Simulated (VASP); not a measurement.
Runs of VASP 6.6.1 on Hf. The structure is that of space group Fm-3m (No. 225), or close to it. The cells are those of the table. 

| task | level | potentials or basis | cell | cutoff (eV) | gap on the mesh (eV) | pressure (GPa) | relaxed volume (Å³/atom) |
| --- | --- | --- | --- | --- | --- | --- | --- |
| relaxation of cell and atoms | PBEsol+D3(BJ) | VASP PAW PBE potentials, release 64 (Hf_pv) | relaxed from a = 3.140 Å, angles 60.0°, 1 atom | 600 | none | -0.1 | (b) |
| single point | r2SCAN+D4 | VASP PAW PBE potentials, release 64 (Hf_pv) | a = 3.157 Å, angles 60.0°, 1 atom | 520 | none | -0.5 | - |
| relaxation of cell and atoms | r2SCAN+D4 | VASP PAW PBE potentials, release 64 (Hf_pv) | relaxed from a = 3.140 Å, angles 60.0°, 1 atom | 600 | none | 0.0 | (a) |
| single point | LDA | VASP PAW LDA potentials, release 64 (Hf_pv) | a = 3.081 Å, angles 60.0°, 1 atom | 520 | none | 0.1 | - |
| single point | PBEsol+D3(BJ) | VASP PAW PBE potentials, release 64 (Hf_pv) | a = 3.083 Å, angles 60.0°, 1 atom | 520 | none | -0.3 | - |
| relaxation of cell and atoms | LDA | VASP PAW LDA potentials, release 64 (Hf_pv) | relaxed from a = 3.140 Å, angles 60.0°, 1 atom | 600 | none | -0.1 | 20.71 |

Alike in all rows: no spin polarisation; k mesh 5 × 5 × 5; smearing fermi-dirac 0.1 eV.

Estimate the missing entries.

(a) 22.13; (b) 20.67.

Caveats: all runs use coarse meshes; spin-orbit coupling is left out, which moves the levels of the heavy elements; the PAW data sets were made with another functional, which shifts forces and pressure a little (some runs); pairwise dispersion overbinds metals, which lowers pressure and volume (some runs).

A k mesh can miss the band edges, and the runs leave out spin-orbit coupling on Hf.

A gap of «none» marks levels without a gap at the run's occupations.
